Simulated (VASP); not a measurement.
Wanted: the native input for a VASP 6.6.1 run.

| Property | Result |
| --- | --- |
| Task | relaxation of cell and atoms |
| Functional | LDA |
| Potentials or basis | VASP PAW LDA potentials, release 64 (Ti_sv, Al) |
| Cutoff | 600 eV |
| k mesh | 14 × 10 × 10 |
| Occupations | gaussian, width 0.1 eV |
| Spin | no spin polarisation |
| Dipole correction | no |
| Further INCAR settings | ALGO = Fast; EDIFF = 1e-07; IBRION = 2; EDIFFG = -0.01; NSW = 80; ISIF = 3 |

The structure of TiAl3 lies in POSCAR:

```
TiAl3
1.0
    2.8396770000      0.0000000000      0.0000000000
    0.0000000000      4.6812640000      0.0000000000
    0.0000000000      0.0000000000      4.9007420000
Ti Al
1 3
Direct
    0.0000000000      0.5000000000      0.1659160000
    0.5000000000      0.5000000000      0.6672710000
    0.5000000000      0.0000000000      0.3309120000
    0.0000000000      0.0000000000      0.8359000000
```

These files were run (other wordings do the same):

INCAR

```
ALGO = Fast
EDIFF = 1E-7
EDIFFG = -0.01
ENCUT = 600
GGA = CA
IBRION = 2
ISIF = 3
ISMEAR = 0
LASPH = T
LCHARG = F
LREAL = F
LWAVE = F
NELM = 80
NSW = 80
PREC = Accurate
SIGMA = 0.1
```

KPOINTS

```
k-points
0
Gamma
  14 10 10
```

Potentials or basis: VASP PAW LDA potentials, release 64 (Ti_sv, Al).

Command:

```console
$ cat potpaw_LDA.64/Ti_sv/POTCAR potpaw_LDA.64/Al/POTCAR > POTCAR
$ mpirun -np 1 vasp_std > vasp.out
```

It gave:

```
Relaxed volume                        : 15.48 Å³/atom
Relaxed cell                          : a = 2.755 Å, b = 4.633 Å, c = 4.852 Å, α = 90.00°, β = 90.00°, γ = 90.00°
Space group after relaxing (to 0.1 Å) : Pmm2 (No. 25)
Energy gained by relaxing             : 14.9 meV/atom
Ionic steps                           : 12
Pressure after relaxing               : 0.0 GPa
Largest force after relaxing          : 0.006 eV/Å
Band gap on the k mesh                : zero (an odd number of electrons rules out a gap without spin polarisation)
```

Run time: 61 min on 1 thread of Intel(R) Xeon(R) Platinum 8488C (Sapphire Rapids) (shared host), peak memory 0.47 GiB.
